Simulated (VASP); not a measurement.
V: relaxation of cell and atoms with PBEsol

V:

```
V
1.0
    -1.35544    1.35544    1.35544
     1.35544   -1.35544    1.35544
     1.35544    1.35544   -1.35544
V
1
Direct
  0.00000 0.00000 0.00000
```

```json
{
 "Program": "VASP 6.6.1",
 "Task": "relaxation of cell and atoms",
 "Functional": "PBEsol",
 "Potentials or basis": "VASP PAW PBE potentials, release 64 (V_sv)",
 "Cutoff": "600 eV",
 "k mesh": "22 × 22 × 22",
 "Occupations": "gaussian, width 0.1 eV",
 "Spin": "no spin polarisation",
 "Target pressure": "90 GPa",
 "Dipole correction": "no",
 "Further INCAR settings": "ALGO = Normal; EDIFF = 1e-06; IBRION = 2; EDIFFG = -0.008; NSW = 70; ISIF = 3"
}
```

| Property | Result |
| --- | --- |
| Relaxed volume | 9.84 Å³/atom |
| Relaxed cell | a = 2.338 Å, b = 2.338 Å, c = 2.338 Å, α = 109.47°, β = 109.47°, γ = 109.47° |
| Space group after relaxing (to 0.1 Å) | Im-3m (No. 229) |
| Energy change on relaxing (the run minimises the enthalpy) | +63.7 meV/atom |
| Ionic steps | 3 |
| Pressure after relaxing | 89.9 GPa |
| Band gap on the k mesh | zero (an odd number of electrons rules out a gap without spin polarisation) |

Step by step:
```
step  energy change (eV)  largest force (eV/Å)  pressure (GPa)  volume (Å³)
   1              0.0000                0.0000           84.33         9.96
   2              0.3015                0.0000          110.02         9.46
   3              0.0637                0.0000           89.89         9.84
```

Final structure:
```
V
1.0
    -1.35010    1.35010    1.35010
     1.35010   -1.35010    1.35010
     1.35010    1.35010   -1.35010
V
1
Direct
  0.00000 0.00000 0.00000
```

Levels at points of the mesh, in eV from the Fermi level:
```csv
k point,band 3,band 4,band 5,band 6,band 7,band 8,band 9,band 10
"(0.00, 0.00, 0.00)",-35.87,-35.87,-6.95,0.36,0.36,0.36,3.31,3.31
"(0.50, 0.00, 0.00)",-36.56,-35.91,-4.48,-1.99,3.34,3.45,3.96,6.10
"(0.50, 0.50, 0.50)",-37.39,-37.39,-4.86,-4.86,5.47,5.47,5.47,13.71
```

Run time: 90 s on 1 thread of Intel Xeon 8259CL, with other jobs on the host, peak memory 0.17 GiB.

Caveat: the cell is relaxed towards a set pressure, so the run minimises the enthalpy, not the energy; the PAW data sets were made with another functional, which shifts forces and pressure a little.
